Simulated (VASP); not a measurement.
# Pd (Fm-3m) in VASP: notebook, part 2 of 2

VASP 6.6.1. The steps go on from the part before.

### 3 Single point, LDA, collinear spin, ferromagnetic start

Input file INCAR:

```
SYSTEM = Pd
ALGO = Normal ; EDIFF = 1E-7
ENCUT = 520 ; ISIF = 2
ISMEAR = 1 ; ISPIN = 2
LASPH = .TRUE. ; LCHARG = .FALSE.
LMAXMIX = 4 ; LORBIT = 11
LREAL = .FALSE. ; LWAVE = .FALSE.
MAGMOM = 0.5 ; NBANDS = 15
NELM = 150 ; PREC = Accurate
SIGMA = 1.0
```

Input file KPOINTS:

```
k-points
0
G
  14 14 14
  0 0 0
```

Input file POSCAR:

```
Pd
1.0
    0.0000000000      1.9202771092      1.9202771092
    1.9202771092      0.0000000000      1.9202771092
    1.9202771092      1.9202771092      0.0000000000
Pd
1
Direct
    0.0000000000      0.0000000000      0.0000000000
```

Potentials or basis: VASP PAW LDA potentials, release 64 (Pd).

Started as:

```bash
> cat potpaw_LDA.64/Pd/POTCAR > POTCAR
> mpirun -np 1 vasp_std > vasp.out
```

OUTCAR:

```text
SYSTEM = Pd
   EDIFF = 1E-7
   ENCUT = 520
   ISIF = 2
   ISMEAR = 1
   ISPIN = 2
   LASPH = .TRUE.
   LORBIT = 11
   LREAL = .FALSE.
   NELM = 150
   PREC = Accurate

 ion  position               nearest neighbor table
   1  0.000  0.000  0.000-

  LATTYP: Found a face centered cubic cell.
 ALAT       =     3.8405542184

  Lattice vectors:

 A1 = (   0.0000000000,   1.9202771092,   1.9202771092)
 A2 = (   1.9202771092,   0.0000000000,   1.9202771092)
 A3 = (   1.9202771092,   1.9202771092,   0.0000000000)

Analysis of symmetry for initial positions (statically):
[... 25 lines left out ...]
The dynamic configuration has the point symmetry O_h .

Analysis of structural, dynamic, and magnetic symmetry:
=====================================================================
 Subroutine PRICEL returns:
[... 7 lines left out ...]
 out of a pool of 48 trial point group operations.

The overall configuration has the point symmetry O_h .

 Subroutine INISYM returns: Found 48 space group operations
[... 5 lines left out ...]
                                     Primitive cell

  volume of cell :      14.1619

  direct lattice vectors                    reciprocal lattice vectors
     0.000000000  1.920277109  1.920277109    -0.260379087  0.260379087  0.260379087
     1.920277109  0.000000000  1.920277109     0.260379087 -0.260379087  0.260379087
     1.920277109  1.920277109  0.000000000     0.260379087  0.260379087 -0.260379087

  length of vectors
     2.715681931  2.715681931  2.715681931     0.450989807  0.450989807  0.450989807

  position of ions in fractional coordinates (direct lattice)
     0.000000000  0.000000000  0.000000000

  ion indices of the primitive-cell ions
   primitive index   ion index
                 1           1

----------------------------------------------------------------------------------------

 KPOINTS: k-points

Automatic generation of k-mesh.
 Grid dimensions read from file:
 generate k-points for:   14   14   14
[... 113 lines left out ...]

 E-fermi :  10.3991     XC(G=0): -13.7688

 val. band max:       10.3714008370   @ k =   0.4286   0.4286   0.0000
 cond. band min:      10.4048586279   @ k =   0.5000   0.2857   0.0000
 fundamental gap:      0.0334577909
 Fermi energy:        10.3991090729

 spin component 1

 k-point     1 :       0.0000    0.0000    0.0000
  band No.  band energies     occupation
      1       2.7480      1.00000
      2       7.2371      1.00004
      3       7.2371      1.00004
      4       7.2371      1.00004
      5       8.9889      1.03139
      6       8.9889      1.03139
      7      27.4478     -0.00000
      8      32.3973      0.00000
      9      32.3973      0.00000
     10      32.3973      0.00000
     11      35.9031      0.00000
     12      38.0381      0.00000
     13      41.6845      0.00000
     14      41.6845      0.00000
[... 403 lines left out ...]
      4       8.0158      1.00192
      5       9.1236      1.03509
      6       9.6001      0.98979
      7      25.9614     -0.00000
      8      29.1126     -0.00000
      9      30.4753      0.00000
     10      32.2973      0.00000
     11      35.8323      0.00000
     12      37.3273      0.00000
     13      38.6772      0.00000
     14      39.3396      0.00000
     15      42.7199      0.00000

 [... further k-points ...]

 spin component 2

 k-point     1 :       0.0000    0.0000    0.0000
  band No.  band energies     occupation
      1       2.7480      1.00000
      2       7.2372      1.00004
      3       7.2372      1.00004
      4       7.2372      1.00004
      5       8.9889      1.03139
      6       8.9889      1.03139
      7      27.4478     -0.00000
      8      32.3974      0.00000
      9      32.3974      0.00000
     10      32.3974      0.00000
     11      35.9033      0.00000
     12      38.0381      0.00000
     13      41.6845      0.00000
     14      41.6845      0.00000
[... 403 lines left out ...]
      4       8.0158      1.00192
      5       9.1237      1.03509
      6       9.6002      0.98977
      7      25.9614     -0.00000
      8      29.1127     -0.00000
      9      30.4754      0.00000
     10      32.2974      0.00000
     11      35.8325      0.00000
     12      37.3274      0.00000
     13      38.6773      0.00000
     14      39.3396      0.00000
     15      42.7199      0.00000

 [... further k-points ...]
[... 5 lines left out ...]
  --------------------------------------------------------------------------------------
  -------------------------------------------------------------------------------------
  Total        0.0064863      0.0064863      0.0064863      0.0000000     -0.0000000      0.0000000
  in kB        0.7338127      0.7338127      0.7338127      0.0000000     -0.0000000      0.0000000
  external PRESSURE =       0.7338127 kB  Pullay stress =       0.0000000 kB

 VOLUME and BASIS-vectors are now :
 -----------------------------------------------------------------------------
  energy-cutoff  :      520.00
  volume of cell :       14.16
      direct lattice vectors                 reciprocal lattice vectors
     0.000000000  1.920277109  1.920277109    -0.260379087  0.260379087  0.260379087
     1.920277109  0.000000000  1.920277109     0.260379087 -0.260379087  0.260379087
     1.920277109  1.920277109  0.000000000     0.260379087  0.260379087 -0.260379087

 POSITION                                       TOTAL-FORCE (eV/Angst)
 -----------------------------------------------------------------------------------
      0.00000      0.00000      0.00000         0.000000      0.000000      0.000000
 -----------------------------------------------------------------------------------
    total drift:                                0.000000     -0.000000     -0.000000

  FREE ENERGIE OF THE ION-ELECTRON SYSTEM (eV)
  ---------------------------------------------------
  free  energy   TOTEN  =        -6.5448488351 eV

  energy  without entropy=       -6.4826977418  energy(sigma->0) =       -6.52413180

 total charge

# of ion       s       p       d       tot
------------------------------------------
    1        0.515   0.531   8.482   9.528

 magnetization (x)

# of ion       s       p       d       tot
------------------------------------------
    1        0.000   0.000   0.000   0.000
```

OSZICAR:

```text
N       E                     dE             d eps       ncg     rms          rms(c)
DAV:   1     0.459382316789E+02    0.45938E+02   -0.45115E+03  6272   0.594E+02
DAV:   2    -0.607694926186E+01   -0.52015E+02   -0.49666E+02  8053   0.163E+02
DAV:   3    -0.687838981832E+01   -0.80144E+00   -0.79839E+00  8200   0.199E+01
DAV:   4    -0.688055926255E+01   -0.21694E-02   -0.21693E-02  7480   0.110E+00
DAV:   5    -0.688057218062E+01   -0.12918E-04   -0.12917E-04  8238   0.740E-02    0.929E+00
DAV:   6    -0.656615771529E+01    0.31441E+00   -0.11660E+00  8935   0.689E+00    0.436E+00
DAV:   7    -0.655056369199E+01    0.15594E-01   -0.20519E-02  8300   0.817E-01    0.226E+00
DAV:   8    -0.654504775236E+01    0.55159E-02   -0.11786E-03  8781   0.252E-01    0.850E-01
DAV:   9    -0.654482759899E+01    0.22015E-03   -0.11874E-04  8175   0.645E-02    0.572E-02
DAV:  10    -0.654484506353E+01   -0.17465E-04   -0.79566E-06  7998   0.178E-02    0.196E-02
DAV:  11    -0.654484839466E+01   -0.33311E-05   -0.37327E-06  8298   0.107E-02    0.787E-03
DAV:  12    -0.654484875800E+01   -0.36334E-06   -0.27837E-07  8174   0.419E-03    0.450E-03
DAV:  13    -0.654484883515E+01   -0.77151E-07   -0.59532E-08  6228   0.140E-03
   1 F= -.65448488E+01 E0= -.65241318E+01  d E =-.621511E-01  mag=    -0.0000
```

stdout:

```text
POSCAR found type information on POSCAR Pd
 POSCAR found :  1 types and       1 ions
 scaLAPACK will be used
 LDA part: xc-table for (Slater(with rela. corr.)+CA(PZ))
 , standard interpolation
 POSCAR, INCAR and KPOINTS ok, starting setup
 FFT: planning ... GRIDC
 FFT: planning ... GRID_SOFT
 FFT: planning ... GRID
 WAVECAR not read
 entering main loop
```

Wall time 28 s (1 thread of Intel Xeon Platinum 8488C (Sapphire Rapids), shared host); peak memory 0.14 GiB.

What came out:

| Quantity | Value |
| --- | --- |
| Free energy | -6.5448 eV |
| Pressure | 0.1 GPa |
| Band gap on the k mesh | zero (filled and empty bands overlap) |
| Net moment | 0.00 μB per cell |
| Valence electrons inside the program's atomic spheres | Pd 9.53 |
